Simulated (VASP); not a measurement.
# MgO (Fm-3m) in VASP: notebook

MgO is run at these levels: HSE06, PBE-based screened hybrid; tasks: single point.

All numbers are computed with VASP 6.6.1; they aren't measurements. Logs are shortened: lines on timing, memory, paths and dates and some standing lists are left out, and cuts for length are marked.

## (1) The cell of the first run

The structure is cubic, space group Fm-3m (No. 225). Conventional cell: a = 4.204 Å, b = 4.204 Å, c = 4.204 Å, α = 90.00°, β = 90.00°, γ = 90.00°. Mg (site symmetry m-3m) has 6 O at 2.10 Å within 2.8 Å. Within 2.8 Å of O (site symmetry m-3m) lie 6 Mg at 2.10 Å.

## (2) Single point, HSE06

POSCAR

```
MgO
1.0
    0.0000000000      2.1021674168      2.1021674168
    2.1021674168      0.0000000000      2.1021674168
    2.1021674168      2.1021674168      0.0000000000
Mg O
1 1
Direct
    0.0000000000      0.0000000000      0.0000000000
    0.5000000000      0.5000000000      0.5000000000
```

INCAR.step1

```
SYSTEM = MgO
ALGO = Normal
EDIFF = 1E-5
ENCUT = 520
GGA = PE
ISIF = 2
ISMEAR = 0
LASPH = .TRUE.
LCHARG = .FALSE.
LREAL = .FALSE.
LWAVE = .TRUE.
NBANDS = 11
NELM = 80
PREC = Accurate
SIGMA = 0.01
```

INCAR.step2

```
SYSTEM = MgO
ALGO = Normal
EDIFF = 1E-6
ENCUT = 520
GGA = PE
HFSCREEN = 0.2079
ISIF = 2
ISMEAR = 0
ISTART = 1
LASPH = .TRUE.
LCHARG = .FALSE.
LHFCALC = .TRUE.
LREAL = .FALSE.
LWAVE = .FALSE.
NBANDS = 11
NELM = 80
PREC = Accurate
PRECFOCK = Normal
SIGMA = 0.01
```

KPOINTS

```
k-points
0
G
  6 6 6
  0 0 0
```

Potentials or basis: VASP PAW PBE potentials, release 64 (Mg, O).

Started as:

```
cat potpaw_PBE.64/Mg/POTCAR potpaw_PBE.64/O/POTCAR > POTCAR
cp INCAR.step1 INCAR
mpirun -np 1 vasp_std > vasp.out
cp INCAR.step2 INCAR
mpirun -np 1 vasp_std > vasp.out
```

OUTCAR:

```text
SYSTEM = MgO
   EDIFF = 1E-6
   ENCUT = 520
   GGA = PE
   HFSCREEN = 0.2079
   ISIF = 2
   ISMEAR = 0
   ISTART = 1
   LASPH = .TRUE.
   LHFCALC = .TRUE.
   LREAL = .FALSE.
   NELM = 80
   PREC = Accurate
   PRECFOCK = Normal

 ion  position               nearest neighbor table
   1  0.000  0.000  0.000-   2 2.10   2 2.10   2 2.10   2 2.10   2 2.10   2 2.10
   2  0.500  0.500  0.500-   1 2.10   1 2.10   1 2.10   1 2.10   1 2.10   1 2.10

  LATTYP: Found a face centered cubic cell.
 ALAT       =     4.2043348336

  Lattice vectors:

 A1 = (   0.0000000000,   2.1021674168,   2.1021674168)
 A2 = (   2.1021674168,   0.0000000000,   2.1021674168)
 A3 = (   2.1021674168,   2.1021674168,   0.0000000000)

Analysis of symmetry for initial positions (statically):
=====================================================================
 Subroutine PRICEL returns:
 Original cell was already a primitive cell.

 Routine SETGRP: Setting up the symmetry group for a
 face centered cubic supercell.

 Subroutine GETGRP returns: Found 48 space group operations
 (whereof 48 operations were pure point group operations)
 out of a pool of 48 trial point group operations.

The static configuration has the point symmetry O_h .

Analysis of symmetry for dynamics (positions and initial velocities):
=====================================================================
 Subroutine PRICEL returns:
 Original cell was already a primitive cell.

 Routine SETGRP: Setting up the symmetry group for a
 face centered cubic supercell.

 Subroutine GETGRP returns: Found 48 space group operations
 (whereof 48 operations were pure point group operations)
 out of a pool of 48 trial point group operations.

The dynamic configuration has the point symmetry O_h .

 Subroutine INISYM returns: Found 48 space group operations
 (whereof 48 operations are pure point group operations),
 and found     1 'primitive' translations

----------------------------------------------------------------------------------------

                                     Primitive cell

  volume of cell :      18.5794

  direct lattice vectors                    reciprocal lattice vectors
     0.000000000  2.102167417  2.102167417    -0.237849753  0.237849753  0.237849753
     2.102167417  0.000000000  2.102167417     0.237849753 -0.237849753  0.237849753
     2.102167417  2.102167417  0.000000000     0.237849753  0.237849753 -0.237849753

  length of vectors
[... 90 lines left out ...]
   IALGO  =     38    algorithm
   IMIX   =      1    mixing-type and parameters
     AMIX     =   0.40;   BMIX     =  1.00
     AMIX_MAG =   1.60;   BMIX_MAG =  1.00
  volume/ion in A,a.u.               =       9.29        62.69
  Fermi-wavevector in a.u.,A,eV,Ry     =   1.236216  2.336109 20.792816  1.528229
  Thomas-Fermi vector in A             =   2.370833
   LORBIT       =      0    0 simple, 1 ext, 2 COOP (PROOUT), +10 PAW based schemes
   GGA     = PE    functional components
   LHFCALC =     T    Hartree Fock is set to
   PRECFOCK=normal    Normal, Fast or Accurate (Low or Medium for compatibility)
   ENCUT4O =  -1.0   cutoff for four orbital integrals eV
   NKREDX  =     1    reduce k-point grid by
   NKREDY  =     1    reduce k-point grid by
   NKREDZ  =     1    reduce k-point grid by
   AEXX    =    0.2500 exact exchange contribution
   HFSCREEN=    0.2079 screening length (either q_TF or 0.3 A-1)
   HFSCREENC=   0.2079 screening length for correlation (either q_TF or 0.3 A-1)
   ENCUTFOCK=  -1.0 apply spherical cutoff to Coloumb kernel
   IVDW    =     0    specifies the selected vdW correction
   LEPSILON=     F    determine dielectric tensor
   LRPA    =     F    only Hartree local field effects (RPA)
 non-spin polarized calculation
 Gauss-broadening in eV      SIGMA  =   0.01
  energy-cutoff  :      520.00
  volume of cell :       18.58
 maximum number of plane-waves:       531
 NGX is ok and might be reduce to    24
  NGX = 18; NGY = 18; NGZ = 18

 number of electron       8.0000004 magnetization

 Free energy of the ion-electron system (eV)
  ---------------------------------------------------
  ext. energy  EPLUGINS =         0.00000000
  ---------------------------------------------------
  free energy    TOTEN  =       -14.21001006 eV

  energy without entropy =      -14.21001006  energy(sigma->0) =      -14.21001006

 E-fermi :   2.1436     XC(G=0):  -9.1174

 val. band max:        1.9804192463   @ k =   0.0000   0.0000   0.0000
 cond. band min:       8.4771205244   @ k =   0.0000   0.0000   0.0000
 fundamental gap:      6.4967012781
 Fermi energy:         2.1435506215

 k-point     1 :       0.0000    0.0000    0.0000
  band No.  band energies     occupation
      1     -16.8718      2.00000
      2       1.9804      2.00000
      3       1.9804      2.00000
      4       1.9804      2.00000
      5       8.4771      0.00000
      6      19.7649      0.00000
      7      19.7649      0.00000
      8      19.7649      0.00000
      9      23.7082      0.00000
     10      25.6479      0.00000
     11      25.6479      0.00000
[... 197 lines left out ...]
 k-point    16 :      -0.3333    0.5000    0.1667
  band No.  band energies     occupation
      1     -15.1928      2.00000
      2      -1.8560      2.00000
      3      -0.4389      2.00000
      4       0.1771      2.00000
      5      14.4195      0.00000
      6      15.4273      0.00000
      7      16.6559      0.00000
      8      20.7453      0.00000
      9      24.5846      0.00000
     10      28.9420      0.00000
     11      30.6403      0.00000

------------------------ aborting loop because EDIFF is reached ----------------------------------------

  FORCE on cell =-STRESS in cart. coord.  units (eV):
  Direction    XX          YY          ZZ          XY          YZ          ZX
  --------------------------------------------------------------------------------------
  -------------------------------------------------------------------------------------
  Total       -0.0749364     -0.0749364     -0.0749364     -0.0000000      0.0000000     -0.0000000
  in kB       -6.4620640     -6.4620640     -6.4620640     -0.0000000      0.0000000     -0.0000000
  external PRESSURE =      -6.4620640 kB  Pullay stress =       0.0000000 kB

 VOLUME and BASIS-vectors are now :
 -----------------------------------------------------------------------------
  energy-cutoff  :      520.00
  volume of cell :       18.58
      direct lattice vectors                 reciprocal lattice vectors
     0.000000000  2.102167417  2.102167417    -0.237849753  0.237849753  0.237849753
     2.102167417  0.000000000  2.102167417     0.237849753 -0.237849753  0.237849753
     2.102167417  2.102167417  0.000000000     0.237849753  0.237849753 -0.237849753

 POSITION                                       TOTAL-FORCE (eV/Angst)
 -----------------------------------------------------------------------------------
      0.00000      0.00000      0.00000         0.000000      0.000000     -0.000000
      2.10217      2.10217      2.10217        -0.000000     -0.000000      0.000000
 -----------------------------------------------------------------------------------
    total drift:                                0.000054      0.000074      0.000074

  FREE ENERGIE OF THE ION-ELECTRON SYSTEM (eV)
  ---------------------------------------------------
  free  energy   TOTEN  =       -14.2100100635 eV

  energy  without entropy=      -14.2100100635  energy(sigma->0) =      -14.21001006
```

OUTCAR.step1:

```text
SYSTEM = MgO
   EDIFF = 1E-5
   ENCUT = 520
   GGA = PE
   ISIF = 2
   ISMEAR = 0
[... 436 lines left out ...]
      0.00000      0.00000      0.00000         0.000000      0.000000      0.000000
      2.10217      2.10217      2.10217        -0.000000     -0.000000     -0.000000
 -----------------------------------------------------------------------------------
    total drift:                               -0.000000     -0.000000      0.000000

  FREE ENERGIE OF THE ION-ELECTRON SYSTEM (eV)
  ---------------------------------------------------
  free  energy   TOTEN  =       -11.9022108248 eV

  energy  without entropy=      -11.9022108248  energy(sigma->0) =      -11.90221082
```

It used 930 s of CPU time on 1 thread of AMD EPYC 7R13 Processor (Zen 3), with other jobs on the host.

Results:

| Item | Value |
| --- | --- |
| Free energy | -14.2100 eV |
| Pressure | -0.6 GPa |
| Band gap on the k mesh | 6.50 eV, direct |

Levels at points of the mesh, in eV from the valence-band top:
```
           k point  band 2  band 3  band 4  band 5  band 6  band 7
(0.00, 0.00, 0.00)    0.00    0.00    0.00    6.50   17.78   17.78
(0.50, 0.00, 0.00)   -4.95   -0.72   -0.72    9.71   14.93   18.38
(0.50, 0.50, 0.00)   -4.41   -1.48   -1.48   10.86   11.91   15.42
```

Caveat: the k points lie up to 0.43 Å⁻¹ apart; the PAW data sets were made with another functional, which shifts forces and pressure a little.

## (3) Single point, PBE-based screened hybrid

POSCAR is that of step 2.

INCAR.step1

```
SYSTEM = MgO
  PREC = Accurate
  ENCUT = 520
  EDIFF = 1E-5
  ISMEAR = 0
  SIGMA = 0.01
  LREAL = .FALSE.
  LASPH = .TRUE.
  NELM = 80
  ALGO = Normal
  ISIF = 2
  LWAVE = .TRUE.
  LCHARG = .FALSE.
  NBANDS = 11
  GGA = PE
```

INCAR.step2

```
SYSTEM = MgO
  PREC = Accurate
  ENCUT = 520
  EDIFF = 1E-6
  ISMEAR = 0
  SIGMA = 0.01
  LREAL = .FALSE.
  LASPH = .TRUE.
  NELM = 80
  ALGO = Normal
  ISIF = 2
  LWAVE = .FALSE.
  LCHARG = .FALSE.
  GGA = PE
  LHFCALC = .TRUE.
  AEXX = 0.15
  HFSCREEN = 0.5
  PRECFOCK = Normal
  NBANDS = 11
  ISTART = 1
```

KPOINTS

```
regular mesh
0
G
  6 6 6
  0 0 0
```

Potentials or basis: VASP PAW PBE potentials, release 64 (Mg, O).

Started as:

```
cat potpaw_PBE.64/Mg/POTCAR potpaw_PBE.64/O/POTCAR > POTCAR
cp INCAR.step1 INCAR
mpirun -np 1 vasp_std > vasp.out
cp INCAR.step2 INCAR
mpirun -np 1 vasp_std > vasp.out
```

Wall time 14 min (1 thread of AMD EPYC 7R13 (Zen 3), shared host); peak memory 0.22 GiB.

It converged, with:

```
Free energy            : -12.8441 eV
Pressure               : 2.0 GPa
Band gap on the k mesh : 5.40 eV, direct
```

Levels at points of the mesh, in eV from the valence-band top:
```tsv
k point	band 1	band 2	band 3	band 4	band 5	band 6	band 7	band 8	band 9
(0.00, 0.00, 0.00)	-18.11	0.00	0.00	0.00	5.40	16.54	16.54	16.54	20.50
(0.50, 0.00, 0.00)	-16.79	-4.74	-0.68	-0.68	8.58	13.52	17.10	17.10	21.77
(0.50, 0.50, 0.00)	-16.52	-4.20	-1.40	-1.40	9.75	10.71	14.01	19.99	19.99
```

Caveat: the k points lie up to 0.43 Å⁻¹ apart; the PAW data sets were made with another functional, which shifts forces and pressure a little.

(Continued in part 2 of 2.)
